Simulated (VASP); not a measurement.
# NiO (Fm-3m) in VASP: single point with PBE+U

Aim: the single point of NiO with PBE+U.

Everything below comes from runs of VASP 6.6.1. Logs are shortened: lines on timing, memory, paths and dates and some standing lists are left out, and cuts for length are marked.

**Measured values to compare with.**

From “Local correlations, non-local screening, multiplets, and band formation in NiO”, 2012, arxiv:1210.6675, for a bulk crystal of NiO: band gap 4.3 eV.

The results are compared with them further down.

**1. The cell of the first run**

It takes space group Fm-3m (No. 225, cubic). The conventional cell has a = 4.180 Å, b = 4.180 Å, c = 4.180 Å, α = 90.00°, β = 90.00°, γ = 90.00°. Within 2.8 Å of Ni (site symmetry m-3m) lie 6 O at 2.09 Å. O (site symmetry m-3m) has 6 Ni at 2.09 Å within 2.8 Å.

**2. Single point, PBE+U, collinear spin, ferromagnetic start**

Input file INCAR:

```
PREC     = Accurate       # precision mode
ENCUT    = 520            # plane-wave cutoff, eV
EDIFF    = 1E-6           # SCF threshold, eV
ISMEAR   = -1             # smearing method
SIGMA    = 0.05           # smearing width, eV
LREAL    = False          # projectors in reciprocal space
LASPH    = True           # aspherical terms in the spheres
NELM     = 150            # most SCF steps
ALGO     = Normal         # electronic algorithm
ISIF     = 2              # what is computed and relaxed
LWAVE    = False          # write WAVECAR
LCHARG   = False          # write CHGCAR
ISPIN    = 2              # spin polarisation
MAGMOM   = 2 2 0 0        # initial moments
LORBIT   = 11             # projections on sites
LMAXMIX  = 4              # l up to which the mixer works
LDAU     = True           # DFT+U
LDAUTYPE = 2            
LDAUL    = 2 -1           # shell
LDAUU    = 6.2 0          # U, eV
LDAUJ    = 0 0          
LDAUPRINT= 1            
GGA      = PE             # functional
NBANDS   = 28             # bands
```

Input file KPOINTS:

```
regular mesh
0
Gamma
  8 4 8
```

Input file POSCAR:

```
NiO
1.0
    0.0000000000      2.0900000000      2.0900000000
    4.1800000000      0.0000000000      4.1800000000
    2.0900000000      2.0900000000      0.0000000000
Ni O
2 2
Direct
    0.5000000000      0.2500000000      0.5000000000
    0.5000000000      0.7500000000      0.5000000000
    0.0000000000      0.0000000000      0.0000000000
    0.0000000000      0.5000000000      0.0000000000
```

Potentials or basis: VASP PAW PBE potentials, release 64 (Ni, O).

Launch:

```console
> cat potpaw_PBE.64/Ni/POTCAR potpaw_PBE.64/O/POTCAR > POTCAR
> mpirun -np 1 vasp_std > vasp.out
```

OUTCAR:

```text
PREC = Accurate
   ENCUT = 520
   EDIFF = 1E-6
   ISMEAR = -1
   LREAL = False
   LASPH = True
   NELM = 150
   ISIF = 2
   ISPIN = 2
   LORBIT = 11
   GGA = PE

 ion  position               nearest neighbor table
   1  0.500  0.250  0.500-   3 2.09   3 2.09   4 2.09   3 2.09   4 2.09   4 2.09   2 2.96   2 2.96
                             2 2.96   2 2.96   2 2.96   2 2.96
   2  0.500  0.750  0.500-   4 2.09   3 2.09   4 2.09   3 2.09   4 2.09   3 2.09   1 2.96   1 2.96
                             1 2.96   1 2.96   1 2.96   1 2.96
   3  0.000  0.000  0.000-   2 2.09   1 2.09   2 2.09   1 2.09   2 2.09   1 2.09
   4  0.000  0.500  0.000-   1 2.09   1 2.09   2 2.09   1 2.09   2 2.09   2 2.09

  LATTYP: Found a trigonal (rhomboedric) cell.
 ALAT       =     5.1194335624
 COS(alpha) =     0.8333333333

  Lattice vectors:

 A1 = (   2.0900000000,  -4.1800000000,   2.0900000000)
 A2 = (   4.1800000000,  -2.0900000000,   2.0900000000)
 A3 = (   2.0900000000,  -2.0900000000,   4.1800000000)

Analysis of symmetry for initial positions (statically):
=====================================================================
 Subroutine PRICEL returns following result:

  LATTYP: Found a face centered cubic cell.
 ALAT       =     4.1800000000
[... 12 lines left out ...]
 Subroutine GETGRP returns: Found 12 space group operations
 (whereof 12 operations were pure point group operations)
 out of a pool of 12 trial point group operations.

The static configuration has the point symmetry D_3d.

Analysis of symmetry for dynamics (positions and initial velocities):
=====================================================================
 Subroutine PRICEL returns following result:

  LATTYP: Found a face centered cubic cell.
 ALAT       =     4.1800000000
[... 12 lines left out ...]
 Subroutine GETGRP returns: Found 12 space group operations
 (whereof 12 operations were pure point group operations)
 out of a pool of 12 trial point group operations.

The dynamic configuration has the point symmetry D_3d.

Analysis of structural, dynamic, and magnetic symmetry:
=====================================================================
 Subroutine PRICEL returns following result:

  LATTYP: Found a face centered cubic cell.
 ALAT       =     4.1800000000
[... 12 lines left out ...]
 Subroutine GETGRP returns: Found 12 space group operations
 (whereof 12 operations were pure point group operations)
 out of a pool of 12 trial point group operations.

The overall configuration has the point symmetry D_3d.

 Subroutine INISYM returns: Found 12 space group operations
 (whereof 12 operations are pure point group operations),
 and found     2 'primitive' translations

----------------------------------------------------------------------------------------

                                     Primitive cell

  volume of cell :      18.2587

  direct lattice vectors                    reciprocal lattice vectors
     0.000000000  2.090000000  2.090000000    -0.239234450  0.239234450  0.239234450
     2.090000000  0.000000000  2.090000000     0.239234450 -0.239234450  0.239234450
     2.090000000  2.090000000  0.000000000     0.239234450  0.239234450 -0.239234450

[... 151 lines left out ...]
 -0.0000  0.9837  0.0000  0.0000 -0.0000
 -0.0000  0.0000  1.0377 -0.0000 -0.0000
  0.0000  0.0000 -0.0000  0.9837 -0.0000
  0.0000 -0.0000 -0.0000 -0.0000  1.0377

spin component  2

  0.9823  0.0000 -0.0000 -0.0000  0.0000
  0.0000  0.9823  0.0000 -0.0000 -0.0000
 -0.0000  0.0000  0.1388 -0.0000  0.0000
 -0.0000 -0.0000 -0.0000  0.9823 -0.0000
  0.0000 -0.0000  0.0000 -0.0000  0.1388

 occupancies and eigenvectors

  o =  0.1388  v =  0.0000  0.0000  0.0000  0.0000  0.0000  0.0000 -0.0000  0.9874  0.0000 -0.1582      0.0000  0.0000  0.0000  0.0000  0.0000  0.0000  0.0000  0.0000  0.0000  0.0000
  o =  0.1388  v =  0.0000  0.0000  0.0000  0.0000  0.0000  0.0000  0.0000  0.1582  0.0000  0.9874      0.0000  0.0000  0.0000  0.0000  0.0000  0.0000  0.0000  0.0000  0.0000  0.0000
  o =  0.9823  v =  0.0000  0.0000  0.0000  0.0000  0.0000  0.8076 -0.2994 -0.0000  0.5081 -0.0000      0.0000  0.0000  0.0000  0.0000  0.0000  0.0000  0.0000  0.0000  0.0000  0.0000
  o =  0.9823  v =  0.0000  0.0000  0.0000  0.0000  0.0000  0.1205 -0.7596 -0.0000 -0.6391  0.0000      0.0000  0.0000  0.0000  0.0000  0.0000  0.0000  0.0000  0.0000  0.0000  0.0000
  o =  0.9823  v =  0.0000  0.0000  0.0000  0.0000  0.0000 -0.5774 -0.5774 -0.0000  0.5774  0.0000      0.0000  0.0000  0.0000  0.0000  0.0000  0.0000  0.0000  0.0000  0.0000  0.0000
  o =  0.9837  v =  0.5774  0.5774 -0.0000 -0.5774  0.0000  0.0000  0.0000  0.0000  0.0000  0.0000      0.0000  0.0000  0.0000  0.0000  0.0000  0.0000  0.0000  0.0000  0.0000  0.0000
  o =  0.9837  v = -0.1066  0.7544 -0.0000  0.6478  0.0000  0.0000  0.0000  0.0000  0.0000  0.0000      0.0000  0.0000  0.0000  0.0000  0.0000  0.0000  0.0000  0.0000  0.0000  0.0000
  o =  0.9837  v = -0.8095  0.3124 -0.0000 -0.4971 -0.0000  0.0000  0.0000  0.0000  0.0000  0.0000      0.0000  0.0000  0.0000  0.0000  0.0000  0.0000  0.0000  0.0000  0.0000  0.0000
  o =  1.0377  v =  0.0000 -0.0000 -1.0000  0.0000  0.0000  0.0000  0.0000  0.0000  0.0000  0.0000      0.0000  0.0000  0.0000  0.0000  0.0000  0.0000  0.0000  0.0000  0.0000  0.0000
  o =  1.0377  v =  0.0000 -0.0000  0.0000 -0.0000  1.0000  0.0000  0.0000  0.0000  0.0000  0.0000      0.0000  0.0000  0.0000  0.0000  0.0000  0.0000  0.0000  0.0000  0.0000  0.0000

atom =   2  type =  1  l = 2

 onsite density matrix

spin component  1

  0.9837 -0.0000 -0.0000  0.0000  0.0000
 -0.0000  0.9837  0.0000  0.0000 -0.0000
 -0.0000  0.0000  1.0377 -0.0000 -0.0000
  0.0000  0.0000 -0.0000  0.9837 -0.0000
  0.0000 -0.0000 -0.0000 -0.0000  1.0377

spin component  2

  0.9823  0.0000 -0.0000 -0.0000  0.0000
  0.0000  0.9823  0.0000 -0.0000 -0.0000
 -0.0000  0.0000  0.1388 -0.0000  0.0000
 -0.0000 -0.0000 -0.0000  0.9823 -0.0000
  0.0000 -0.0000  0.0000 -0.0000  0.1388

 occupancies and eigenvectors

  o =  0.1388  v =  0.0000  0.0000  0.0000  0.0000  0.0000 -0.0000  0.0000 -0.9893 -0.0000  0.1456      0.0000  0.0000  0.0000  0.0000  0.0000  0.0000  0.0000  0.0000  0.0000  0.0000
  o =  0.1388  v =  0.0000  0.0000  0.0000  0.0000  0.0000 -0.0000 -0.0000 -0.1456 -0.0000 -0.9893      0.0000  0.0000  0.0000  0.0000  0.0000  0.0000  0.0000  0.0000  0.0000  0.0000
  o =  0.9823  v =  0.0000  0.0000  0.0000  0.0000  0.0000 -0.8155  0.3723  0.0000 -0.4431  0.0000      0.0000  0.0000  0.0000  0.0000  0.0000  0.0000  0.0000  0.0000  0.0000  0.0000
  o =  0.9823  v =  0.0000  0.0000  0.0000  0.0000  0.0000  0.0409 -0.7267 -0.0000 -0.6858  0.0000      0.0000  0.0000  0.0000  0.0000  0.0000  0.0000  0.0000  0.0000  0.0000  0.0000
  o =  0.9823  v =  0.0000  0.0000  0.0000  0.0000  0.0000 -0.5774 -0.5774 -0.0000  0.5774  0.0000      0.0000  0.0000  0.0000  0.0000  0.0000  0.0000  0.0000  0.0000  0.0000  0.0000
  o =  0.9837  v =  0.5774  0.5774  0.0000 -0.5774  0.0000  0.0000  0.0000  0.0000  0.0000  0.0000      0.0000  0.0000  0.0000  0.0000  0.0000  0.0000  0.0000  0.0000  0.0000  0.0000
  o =  0.9837  v = -0.8130  0.4722 -0.0000 -0.3408  0.0000  0.0000  0.0000  0.0000  0.0000  0.0000      0.0000  0.0000  0.0000  0.0000  0.0000  0.0000  0.0000  0.0000  0.0000  0.0000
  o =  0.9837  v =  0.0758  0.6661  0.0000  0.7420  0.0000  0.0000  0.0000  0.0000  0.0000  0.0000      0.0000  0.0000  0.0000  0.0000  0.0000  0.0000  0.0000  0.0000  0.0000  0.0000
  o =  1.0377  v =  0.0000 -0.0000 -1.0000  0.0000  0.0000  0.0000  0.0000  0.0000  0.0000  0.0000      0.0000  0.0000  0.0000  0.0000  0.0000  0.0000  0.0000  0.0000  0.0000  0.0000
  o =  1.0377  v =  0.0000 -0.0000  0.0000 -0.0000  1.0000  0.0000  0.0000  0.0000  0.0000  0.0000      0.0000  0.0000  0.0000  0.0000  0.0000  0.0000  0.0000  0.0000  0.0000  0.0000

 number of electron      32.0000009 magnetization       4.0000020

 Free energy of the ion-electron system (eV)
  ---------------------------------------------------
  ext. energy  EPLUGINS =         0.00000000
  ---------------------------------------------------
  free energy    TOTEN  =       -20.32733584 eV

  energy without entropy =      -20.32733584  energy(sigma->0) =      -20.32733584

 E-fermi :   7.8972     XC(G=0): -12.6316

 val. band max:        6.7760300092   @ k =   0.0000   0.0000   0.0000
 cond. band min:       9.3020755712   @ k =   0.0000   0.0000   0.0000
 fundamental gap:      2.5260455620
 Fermi energy:         7.8971699382

 spin component 1

 k-point     1 :       0.0000    0.0000    0.0000
  band No.  band energies     occupation
      1     -12.0761      1.00000
      2     -10.6342      1.00000
      3      -0.9053      1.00000
      4      -0.5637      1.00000
      5      -0.5637      1.00000
      6       0.6482      1.00000
[... 1481 lines left out ...]
     27      26.5385      0.00000
     28      29.0642      0.00000

 [... further k-points ...]
[... 5 lines left out ...]
  --------------------------------------------------------------------------------------
  -------------------------------------------------------------------------------------
  Total        0.5203382      0.5203382      0.5203382     -0.0003011     -0.0003011      0.0003011
  in kB       22.8295559     22.8295559     22.8295559     -0.0132122     -0.0132122      0.0132122
  external PRESSURE =      22.8295559 kB  Pullay stress =       0.0000000 kB

 VOLUME and BASIS-vectors are now :
 -----------------------------------------------------------------------------
  energy-cutoff  :      520.00
  volume of cell :       36.52
      direct lattice vectors                 reciprocal lattice vectors
     0.000000000  2.090000000  2.090000000    -0.239234450  0.239234450  0.239234450
     4.180000000  0.000000000  4.180000000     0.119617225 -0.119617225  0.119617225
     2.090000000  2.090000000  0.000000000     0.239234450  0.239234450 -0.239234450

 POSITION                                       TOTAL-FORCE (eV/Angst)
 -----------------------------------------------------------------------------------
      2.09000      2.09000      2.09000         0.000000     -0.000000     -0.000000
      4.18000      2.09000      4.18000        -0.000000     -0.000000     -0.000000
      0.00000      0.00000      0.00000        -0.000000      0.000000      0.000000
      2.09000      0.00000      2.09000        -0.000000      0.000000      0.000000
 -----------------------------------------------------------------------------------
    total drift:                               -0.000000     -0.000000      0.000000

  FREE ENERGIE OF THE ION-ELECTRON SYSTEM (eV)
  ---------------------------------------------------
  free  energy   TOTEN  =       -20.3273358376 eV

  energy  without entropy=      -20.3273358376  energy(sigma->0) =      -20.32733584

 total charge

# of ion       s       p       d       tot
------------------------------------------
    1        0.344   0.424   8.223   8.991
    2        0.344   0.424   8.223   8.991
    3        1.547   3.483   0.000   5.030
    4        1.547   3.483   0.000   5.030
--------------------------------------------------
tot          3.782   7.815  16.446  28.043

 magnetization (x)

# of ion       s       p       d       tot
------------------------------------------
    1        0.012   0.013   1.799   1.824
    2        0.012   0.013   1.799   1.824
    3        0.018   0.153   0.000   0.171
    4        0.018   0.153   0.000   0.171
--------------------------------------------------
tot          0.058   0.333   3.598   3.989
```

It took 67 s on 1 thread of AMD EPYC 7R13 (Zen 3), shared host; peak memory 0.18 GiB.

What came out:

| Property | Result |
| --- | --- |
| Free energy | -20.3273 eV |
| Pressure | 2.3 GPa |
| Band gap on the k mesh | 2.53 eV |
| Net moment | 4.00 μB per cell |
| Site moments | Ni +1.82; O +0.17 μB |
| Valence electrons inside the program's atomic spheres | Ni 8.99; O 5.03 |

Levels at points of the mesh, in eV from the valence-band top:
Spin up:
```
           k point  band 16  band 17  band 18  band 19  band 20  band 21
(0.00, 0.00, 0.00)    -1.41     0.00     0.00     2.73     6.75    11.14
(0.50, 0.00, 0.00)    -2.78     0.00     0.00     6.75     7.05    11.14
(0.00, 0.50, 0.00)    -0.63    -0.63    -0.63     5.50     5.50    12.69
(0.50, 0.50, 0.00)    -1.85    -1.24    -1.24     8.52     8.52    10.68
```
Spin down:
| k point | band 11 | band 12 | band 13 | band 14 | band 15 | band 16 | band 17 | band 18 |
| --- | --- | --- | --- | --- | --- | --- | --- | --- |
| (0.00, 0.00, 0.00) | -1.98 | -1.07 | -1.07 | -1.07 | 2.53 | 2.53 | 3.08 | 4.87 |
| (0.50, 0.00, 0.00) | -2.46 | -2.21 | -1.98 | -1.98 | 2.98 | 3.43 | 4.87 | 4.88 |
| (0.00, 0.50, 0.00) | -1.72 | -1.72 | -1.72 | -1.72 | 3.78 | 3.78 | 3.78 | 3.78 |
| (0.50, 0.50, 0.00) | -2.32 | -2.32 | -2.12 | -2.12 | 3.85 | 3.85 | 3.86 | 3.86 |

Eigenvalues of the final occupation matrices:
| site | spin | trace | eigenvalues |
| --- | --- | --- | --- |
| site 1 d | 1 | 5.03 | 0.98 0.98 0.98 1.04 1.04 |
| site 1 d | 2 | 3.22 | 0.14 0.14 0.98 0.98 0.98 |
| site 2 d | 1 | 5.03 | 0.98 0.98 0.98 1.04 1.04 |
| site 2 d | 2 | 3.22 | 0.14 0.14 0.98 0.98 0.98 |

The state reached can hang on the start; a lower one may exist.

**3. Against experiment**

Step 2. Against the measured gap of NiO, 4.3 eV (quoted in “Local correlations, non-local screening, multiplets, and band formation in NiO”, 2012, arxiv:1210.6675), the calculated 2.53 eV is off by -1.77 eV. The value is that of PBE+U on a finite k mesh, which can miss the band edges, without temperature or zero-point motion. The run's magnetic order (collinear spin, ferromagnetic start) needn't be the measured crystal's.
